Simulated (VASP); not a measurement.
Crystal: Cl.

```
Cl
1.0
     4.06892    0.00000    0.00000
    -2.03446    3.52379    0.00000
     0.00000    0.00000    2.28562
Cl
1
Cartesian
  0.0000 0.0000 0.0000
```

| Property | Result |
| --- | --- |
| Program | VASP 6.6.1 |
| Task | relaxation of cell and atoms |
| Functional | PBE |
| Potentials or basis | VASP PAW PBE potentials, release 64 (Cl) |
| Cutoff | 600 eV |
| k mesh | 15 × 15 × 24 |
| Occupations | gaussian, width 0.1 eV |
| Spin | no spin polarisation |

At the start: pressure 0.4 GPa; volume 32.77 Å³/atom.

**Question.** How do energy, volume and symmetry change on relaxing?

**Answer.** Over 13 steps the energy falls by 3.6 meV/atom and the volume is 30.17 Å³/atom (-7.9 %); space group P6/mmm (No. 191, to 0.1 Å) before and after.

The path:
```tsv
step	energy change (eV)	largest force (eV/Å)	pressure (GPa)	volume (Å³)
1	0.0000	0.0000	0.40	32.77
2	-0.0007	0.0000	-0.49	33.16
3	-0.0014	0.0000	-0.13	33.00
4	-0.0015	0.0000	-0.13	32.89
5	-0.0019	0.0000	-0.13	32.56
6	-0.0025	0.0000	-0.11	31.90
7	-0.0034	0.0000	-0.02	30.61
8	-0.0022	0.0000	0.26	28.09
9	-0.0036	0.0000	0.04	30.10
10	-0.0035	0.0000	0.01	30.24
11	-0.0036	0.0000	0.02	30.16
12	-0.0032	0.0000	-0.31	30.20
13	-0.0036	0.0000	-0.02	30.17
```

Final structure:
```
Cl
1.0
     3.88231    0.00000    0.00000
    -1.94115    3.36218    0.00000
     0.00000    0.00000    2.31117
Cl
1
Direct
  0.00000 0.00000 0.00000
```

Caveat: an odd number of electrons without spin polarisation forces a metal; a magnetic or distorted state may lie lower.
